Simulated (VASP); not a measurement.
# Sn2PbS3 (P1) in VASP: single point with PBE

Aim: the single point of Sn2PbS3 with PBE.

All numbers are computed with VASP 6.6.1; they aren't measurements. Logs are shortened: lines on timing, memory, paths and dates and some standing lists are left out, and cuts for length are marked.

## 1. The cell of the first run

The typed cell holds 12 atoms: a = 4.340 Å, b = 8.577 Å, c = 8.572 Å, α = 91.92°, β = 89.95°, γ = 89.95°.

## 2. Single point, PBE

Contents of INCAR:

```
SYSTEM = Sn2PbS3
PREC = Accurate
ENCUT = 520
EDIFF = 1E-6
ISMEAR = 0
SIGMA = 0.1
LREAL = .False.
LASPH = .True.
NELM = 80
ALGO = Normal
ISIF = 2
LWAVE = .False.
LCHARG = .True.
GGA = PE
LELF = .True.
LVHAR = .True.
NBANDS = 72
```

Contents of KPOINTS:

```
Automatic mesh
0
Gamma
  4 2 2
  0 0 0
```

Contents of POSCAR:

```
Sn2PbS3
1.0
    0.0011258647     -0.0020974773     -4.3402352112
    6.1658572429     -5.9626824760     -0.0025069550
   -6.1616748312     -5.9585759465     -0.0062618035
Sn Pb S
4 2 6
Direct
    0.2972203741      0.0407125672      0.7059906565
    0.2973448409      0.7058432136      0.0409635220
    0.7981142408      0.2941297852      0.9590638129
    0.7979883833      0.9592043306      0.2939702863
    0.2721368785      0.3679276404      0.3681525988
    0.7724705925      0.6320439039      0.6318749870
    0.2032171056      0.1436754346      0.1435499924
    0.2149867207      0.8235443655      0.4860185612
    0.2149998978      0.4862482021      0.8234218502
    0.7025169674      0.8563842585      0.8564528338
    0.7145054970      0.5138689692      0.1765708052
    0.7144985015      0.1764173289      0.5139700937
```

Potentials or basis: VASP PAW PBE potentials, release 64 (Sn_d, Pb_d, S).

Started as:

```sh
$ cat potpaw_PBE.64/Sn_d/POTCAR potpaw_PBE.64/Pb_d/POTCAR potpaw_PBE.64/S/POTCAR > POTCAR
$ mpirun -np 1 vasp_std > vasp.out
```

OUTCAR:

```text
SYSTEM = Sn2PbS3
   PREC = Accurate
   ENCUT = 520
   EDIFF = 1E-6
   ISMEAR = 0
   LREAL = .False.
   LASPH = .True.
   NELM = 80
   ISIF = 2
   GGA = PE

 ion  position               nearest neighbor table
   1  0.297  0.041  0.706-   8 2.63  10 2.72  12 2.73  12 3.25   3 3.71   3 3.72
   2  0.297  0.706  0.041-   9 2.63  10 2.72  11 2.73  11 3.25   4 3.71   4 3.72
   3  0.798  0.294  0.959-  11 2.63   7 2.72   9 2.73   9 3.26   1 3.71   1 3.72
   4  0.798  0.959  0.294-  12 2.63   7 2.72   8 2.73   8 3.25   2 3.71   2 3.72
   5  0.272  0.368  0.368-   7 2.69  12 2.84  11 2.84  12 3.20  11 3.20   6 3.82   6 3.83
   6  0.772  0.632  0.632-  10 2.69   9 2.84   8 2.84   9 3.20   8 3.20   5 3.82   5 3.83
   7  0.203  0.144  0.144-   5 2.69   3 2.72   4 2.72
   8  0.215  0.824  0.486-   1 2.63   4 2.73   6 2.84   6 3.20   4 3.25
   9  0.215  0.486  0.823-   2 2.63   3 2.73   6 2.84   6 3.20   3 3.26
  10  0.703  0.856  0.856-   6 2.69   1 2.72   2 2.72
  11  0.715  0.514  0.177-   3 2.63   2 2.73   5 2.84   5 3.20   2 3.25
  12  0.714  0.176  0.514-   4 2.63   1 2.73   5 2.84   5 3.20   1 3.25

  LATTYP: Found a triclinic cell.
 ALAT       =    11.9212623811
 B/A-ratio  =     0.7195023499
 C/A-ratio  =     0.3640751898
 COS(alpha) =     0.0008146938
 COS(beta)  =     0.0012189104
 COS(gamma) =     0.6954160970

  Lattice vectors:

 A1 = (  -0.0041824117,  11.9212584225,   0.0087687585)
 A2 = (  -6.1658572429,   5.9626824760,   0.0025069550)
 A3 = (  -0.0011258647,   0.0020974773,   4.3402352112)

Analysis of symmetry for initial positions (statically):
=====================================================================
 Subroutine PRICEL returns:
 Original cell was already a primitive cell.

 Routine SETGRP: Setting up the symmetry group for a
 triclinic supercell.

 Subroutine GETGRP returns: Found  1 space group operations
 (whereof  1 operations were pure point group operations)
 out of a pool of  2 trial point group operations.

The static configuration has the point symmetry C_1 .

Analysis of symmetry for dynamics (positions and initial velocities):
=====================================================================
 Subroutine PRICEL returns:
 Original cell was already a primitive cell.

 Routine SETGRP: Setting up the symmetry group for a
 triclinic supercell.

 Subroutine GETGRP returns: Found  1 space group operations
 (whereof  1 operations were pure point group operations)
 out of a pool of  2 trial point group operations.

The dynamic configuration has the point symmetry C_1 .

 Subroutine INISYM returns: Found  1 space group operations
 (whereof  1 operations are pure point group operations),
 and found     1 'primitive' translations

----------------------------------------------------------------------------------------

                                     Primitive cell

  volume of cell :     318.9197

  direct lattice vectors                    reciprocal lattice vectors
     0.001125865 -0.002097477 -4.340235211     0.000070235  0.000169499 -0.230402323
     6.165857243 -5.962682476 -0.002506955     0.081091285 -0.083855357  0.000061559
    -6.161674831 -5.958575946 -0.006261804    -0.081147196 -0.083912245  0.000019502

  length of vectors
     4.340235864  8.577376297  8.571516975     0.230402396  0.116651280  0.116731027

  position of ions in fractional coordinates (direct lattice)
     0.297220374  0.040712567  0.705990656
     0.297344841  0.705843214  0.040963522
     0.798114241  0.294129785  0.959063813
     0.797988383  0.959204331  0.293970286
     0.272136878  0.367927640  0.368152599
     0.772470592  0.632043904  0.631874987
     0.203217106  0.143675435  0.143549992
     0.214986721  0.823544365  0.486018561
     0.214999898  0.486248202  0.823421850
     0.702516967  0.856384259  0.856452834
     0.714505497  0.513868969  0.176570805
     0.714498502  0.176417329  0.513970094

  ion indices of the primitive-cell ions
   primitive index   ion index
                 1           1
                 2           2
                 3           3
                 4           4
                 5           5
                 6           6
                 7           7
                 8           8
                 9           9
                10          10
                11          11
                12          12

----------------------------------------------------------------------------------------

 KPOINTS: Automatic mesh

Automatic generation of k-mesh.
 Grid dimensions read from file:
 generate k-points for:    4    2    2

 Generating k-lattice:

  Cartesian coordinates                     Fractional coordinates (reciprocal lattice)
     0.000017559  0.000042375 -0.057600581     0.250000000  0.000000000  0.000000000
     0.040545642 -0.041927679  0.000030780     0.000000000  0.500000000  0.000000000
    -0.040573598 -0.041956123  0.000009751     0.000000000  0.000000000  0.500000000

  Length of vectors
     0.057600599  0.058325640  0.058365514

  Shift w.r.t. Gamma in fractional coordinates (k-lattice)
     0.000000000  0.000000000  0.000000000

 Subroutine IBZKPT returns following result:
 ===========================================

 Found     12 irreducible k-points:

 Following reciprocal coordinates:
            Coordinates               Weight
  0.000000  0.000000  0.000000      1.000000
  0.250000  0.000000 -0.000000      2.000000
  0.500000  0.000000 -0.000000      1.000000
 -0.000000  0.500000  0.000000      1.000000
  0.250000  0.500000  0.000000      2.000000
  0.500000  0.500000  0.000000      1.000000
 -0.000000 -0.000000  0.500000      1.000000
  0.250000 -0.000000  0.500000      2.000000
  0.500000 -0.000000  0.500000      1.000000
  0.000000  0.500000  0.500000      1.000000
  0.250000  0.500000  0.500000      2.000000
  0.500000  0.500000  0.500000      1.000000
   k-points           NKPTS =     12   k-points in BZ     NKDIM =     12   number of bands    NBANDS=     72
   number of dos      NEDOS =    301   number of ions     NIONS =     12
   total plane-waves  NPLWV = 131072
   dimension x,y,z NGX =    32 NGY =   64 NGZ =   64
   dimension x,y,z NGXF=    64 NGYF=  128 NGZF=  128
   ions per type =               4   2   6
   NGX,Y,Z   is equivalent  to a cutoff of  12.26, 12.40, 12.41 a.u.
   NGXF,Y,Z  is equivalent  to a cutoff of  24.51, 24.81, 24.83 a.u.
 SYSTEM =  Sn2PbS3
   PREC   = accura    normal or accurate (medium, high low for compatibility)
   ISTART =      0    job   : 0-new  1-cont  2-samecut
   ICHARG =      2    charge: 1-file 2-atom 10-const
   ISPIN  =      1    spin polarized calculation?
   LNONCOLLINEAR =      F non collinear calculations
   LSORBIT =      F    spin-orbit coupling
   LASPH  =      T    aspherical Exc in radial PAW
   ENCUT  =  520.0 eV  38.22 Ry    6.18 a.u.   8.07 15.95 15.94*2*pi/ulx,y,z
   NELM   =     80;   NELMIN=  2; NELMDL= -5     # of ELM steps
   EDIFF  = 0.1E-05   stopping-criterion for ELM
   LREAL  =      F    real-space projection
   EDIFFG = 0.1E-04   stopping-criterion for IOM
   NSW    =      0    number of steps for IOM
   IBRION =     -1    ionic relax: 0-MD 1-quasi-New 2-CG
   NFREE  =      0    steps in history (QN), initial steepest desc. (CG)
   ISIF   =      2    stress and relaxation
   ISYM   =      2    0-nonsym 1-usesym 2-fastsym
   POTIM  = 0.5000    time-step for ionic-motion
   TEBEG  =    0.0;   TEEND  =   0.0 temperature during run
   PSTRESS=    0.0 pullay stress
   NELECT =     120.0000    total number of electrons
   NUPDOWN=      -1.0000    fix difference up-down
   EMIN   =  10.00;   EMAX   =-10.00  energy-range for DOS
   EFERMI =   0.00;   METHOD = LEGACY
   ISMEAR =     0;   SIGMA  =   0.10  broadening in eV -4-tet -1-fermi 0-gaus
   EFERMI_NEDOS =   21; number of points for ismear=-14 and -15
   IALGO  =     38    algorithm
   IMIX   =      4    mixing-type and parameters
     AMIX     =   0.40;   BMIX     =  1.00
     AMIX_MAG =   1.60;   BMIX_MAG =  1.00
  volume/ion in A,a.u.               =      26.58       179.35
  Fermi-wavevector in a.u.,A,eV,Ry     =   1.181884  2.233437 19.005290  1.396849
  Thomas-Fermi vector in A             =   2.318149
   LORBIT       =      0    0 simple, 1 ext, 2 COOP (PROOUT), +10 PAW based schemes
   GGA     = PE    functional components
   LHFCALC =     F    Hartree Fock is set to
   AEXX    =    0.0000 exact exchange contribution
   IVDW    =     0    specifies the selected vdW correction
   LEPSILON=     F    determine dielectric tensor
   LRPA    =     F    only Hartree local field effects (RPA)
 non-spin polarized calculation
 Gauss-broadening in eV      SIGMA  =   0.10
  energy-cutoff  :      520.00
  volume of cell :      318.92
 maximum number of plane-waves:      8610
   NGX = 17   NGY = 31   NGZ = 31

 number of electron     120.0000000 magnetization

 Free energy of the ion-electron system (eV)
  ---------------------------------------------------
  ext. energy  EPLUGINS =         0.00000000
  ---------------------------------------------------
  free energy    TOTEN  =       -52.72478100 eV

  energy without entropy =      -52.72478100  energy(sigma->0) =      -52.72478100

 E-fermi :   5.3387     XC(G=0):  -9.4451

 val. band max:        4.8345977875   @ k =   0.5000   0.0000  -0.0000
 cond. band min:       5.9854754181   @ k =   0.0000   0.5000   0.5000
 fundamental gap:      1.1508776306
 Fermi energy:         5.3387116908

 k-point     1 :       0.0000    0.0000    0.0000
  band No.  band energies     occupation
      1     -15.9646      2.00000
      2     -15.9602      2.00000
      3     -15.9582      2.00000
      4     -15.9577      2.00000
      5     -15.9560      2.00000
      6     -15.9550      2.00000
[... 64 lines left out ...]
     71       9.2171      0.00000
     72       9.3949      0.00000
[... 823 lines left out ...]
     71       9.4282      0.00000
     72       9.4627      0.00000

------------------------ aborting loop because EDIFF is reached ----------------------------------------

  FORCE on cell =-STRESS in cart. coord.  units (eV):
  Direction    XX          YY          ZZ          XY          YZ          ZX
  --------------------------------------------------------------------------------------
  -------------------------------------------------------------------------------------
  Total       -0.3332146      0.0275547     -0.1646415      0.0047484     -0.0226453      0.0012455
  in kB       -1.6739915      0.1384283     -0.8271202      0.0238550     -0.1137648      0.0062572
  external PRESSURE =      -0.7875611 kB  Pullay stress =       0.0000000 kB

 VOLUME and BASIS-vectors are now :
 -----------------------------------------------------------------------------
  energy-cutoff  :      520.00
  volume of cell :      318.92
      direct lattice vectors                 reciprocal lattice vectors
     0.001125865 -0.002097477 -4.340235211     0.000070235  0.000169499 -0.230402323
     6.165857243 -5.962682476 -0.002506955     0.081091285 -0.083855357  0.000061559
    -6.161674831 -5.958575946 -0.006261804    -0.081147196 -0.083912245  0.000019502

 POSITION                                       TOTAL-FORCE (eV/Angst)
 -----------------------------------------------------------------------------------
     -4.09872     -4.45008     -1.29453        -0.001807      0.017893     -0.008143
      4.10006     -4.45343     -1.29257         0.002109      0.018873     -0.008139
     -4.09498     -7.47013     -3.47075        -0.001816     -0.019008     -0.006997
      4.10387     -7.47275     -3.46770         0.003093     -0.018299     -0.007406
      0.00046     -4.38807     -1.18437        -0.000356      0.014658      0.008188
      0.00455     -7.53537     -3.35825         0.000403     -0.015357      0.007892
      0.00160     -1.71247     -0.88327        -0.000062     -0.010582      0.006362
      2.08341     -7.80696     -0.93820         0.010161      0.003096      0.000381
     -2.07528     -7.80622     -0.93953        -0.012263      0.004121      0.000549
      0.00395    -10.21106     -3.05660        -0.000252      0.011691      0.005836
      2.08128     -4.11765     -3.10352         0.011211     -0.003363      0.000606
     -2.07835     -4.11595     -3.10475        -0.010420     -0.003722      0.000871
 -----------------------------------------------------------------------------------
    total drift:                                0.000009      0.000076      0.000702

  FREE ENERGIE OF THE ION-ELECTRON SYSTEM (eV)
  ---------------------------------------------------
  free  energy   TOTEN  =       -52.7247809996 eV

  energy  without entropy=      -52.7247809996  energy(sigma->0) =      -52.72478100
```

It took 2.9 min on 1 thread of Intel Xeon Platinum 8488C (Sapphire Rapids), shared host; peak memory 0.48 GiB.

Results:

```
Free energy            : -52.7248 eV
Pressure               : -0.1 GPa
Largest force          : 0.021 eV/Å
Band gap on the k mesh : 1.15 eV, indirect (least direct gap 1.21 eV)
```

Forces in eV/Å, atoms in the order of the input:
```
Sn  -0.002  0.018 -0.008
Sn   0.002  0.019 -0.008
Sn  -0.002 -0.019 -0.007
Sn   0.003 -0.018 -0.007
Pb   0.000  0.015  0.008
Pb   0.000 -0.015  0.008
S    0.000 -0.011  0.006
S    0.010  0.003  0.000
S   -0.012  0.004  0.001
S    0.000  0.012  0.006
S    0.011 -0.003  0.001
S   -0.010 -0.004  0.001
```

Levels at points of the mesh, in eV from the valence-band top:
```tsv
k point	band 57	band 58	band 59	band 60	band 61	band 62	band 63	band 64
(0.00, 0.00, 0.00)	-0.77	-0.52	-0.14	-0.05	1.84	2.05	2.12	2.17
(0.50, 0.00, 0.00)	-0.88	-0.87	-0.01	0.00	1.78	1.78	2.49	2.50
(0.00, 0.50, 0.00)	-0.66	-0.44	-0.25	-0.04	1.86	2.08	2.44	2.65
(0.50, 0.50, 0.00)	-0.65	-0.64	-0.50	-0.49	2.45	2.46	2.55	2.55
(0.00, 0.00, 0.50)	-0.66	-0.43	-0.25	-0.04	1.86	2.08	2.44	2.65
(0.50, 0.00, 0.50)	-0.65	-0.64	-0.50	-0.49	2.45	2.45	2.54	2.55
(0.00, 0.50, 0.50)	-0.48	-0.31	-0.22	-0.05	1.15	1.52	1.55	2.88
(0.50, 0.50, 0.50)	-1.41	-1.40	-0.45	-0.44	2.11	2.12	3.40	3.40
```

Caveat: spin-orbit coupling is left out, which moves the levels of the heavy elements. A k mesh can miss the band edges.
